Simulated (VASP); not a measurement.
Cs, 2 atoms in the cell. Symmetry: P6_3/mmc, No. 194, hexagonal system. The conventional cell has a = 5.781 Å, b = 5.781 Å, c = 9.615 Å, α = 90.00°, β = 90.00°, γ = 120.00°. 

| Quantity | Value |
| --- | --- |
| Program | VASP 6.6.1 |
| Task | single point |
| Functional | r2SCAN |
| Potentials or basis | VASP PAW PBE potentials, release 64 (Cs_sv) |
| Cutoff | 520 eV |
| k mesh | 5 × 5 × 3 |
| Occupations | gaussian, width 0.1 eV |
| Spin | no spin polarisation |
| Dipole correction | no |
| Further INCAR settings | ALGO = Normal; EDIFF = 1e-06; NBANDS = 16 |

Potentials or basis: VASP PAW PBE potentials, release 64 (Cs_sv).

Launch:

```console
$ cat potpaw_PBE.64/Cs_sv/POTCAR > POTCAR
$ cp INCAR.step1 INCAR
$ mpirun -np 1 vasp_std > vasp.out
$ cp INCAR.step2 INCAR
$ mpirun -np 1 vasp_std > vasp.out
```

Hardware: 1 thread of AMD EPYC 9R45 96-Core Processor (Zen 5), with other jobs on the host.

Q: How long does it take, and how much memory?

A: It took 3.4 min on 1 thread of AMD EPYC 9R45 96-Core Processor (Zen 5), on a shared host, peak memory 0.4 GiB. Counts: k points 10.
